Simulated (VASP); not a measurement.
Set up this calculation in VASP 6.6.1, as the native input.

```yaml
Task: single point
Functional: PBEsol
Potentials_or_basis: VASP PAW PBE potentials, release 64 (Si)
Cutoff: 500 eV
k_mesh: 6 × 6 × 6
Occupations: gaussian, width 0.02 eV
Spin: no spin polarisation
Dipole_correction: no
Further_INCAR_settings: ALGO = Normal; EDIFF = 1e-06; NBANDS = 11
```

The structure of Si lies in POSCAR:

```
Si
1.0
    0.0000000000      2.7167274812      2.7167274812
    2.7167274812      0.0000000000      2.7167274812
    2.7167274812      2.7167274812      0.0000000000
Si
2
Direct
    0.0000000000      0.0000000000      0.0000000000
    0.2500000000      0.2500000000      0.2500000000
```

One way to write it, as run:

INCAR

```
ALGO = Normal
EDIFF = 1E-6
ENCUT = 500
GGA = PS
GGA_COMPAT = False
ISIF = 2
ISMEAR = 0
LASPH = True
LCHARG = False
LREAL = False
LWAVE = False
NBANDS = 11
NELM = 120
PREC = Accurate
SIGMA = 0.02
```

KPOINTS

```
k-points
0
Gamma
  6 6 6
```

Potentials or basis: VASP PAW PBE potentials, release 64 (Si).

Launch:

```sh
$ cat potpaw_PBE.64/Si/POTCAR > POTCAR
$ mpirun -np 1 vasp_std > vasp.out
```

Results of the run:

| Item | Value |
| --- | --- |
| Pressure | 0.2 GPa |
| Band gap on the k mesh | 0.59 eV, indirect (least direct gap 2.51 eV) |

Caveat: the PAW data sets were made with another functional, which shifts forces and pressure a little.

Run time: 15 s on 1 thread of AMD EPYC 7R13, on a shared host, peak memory 0.11 GiB.
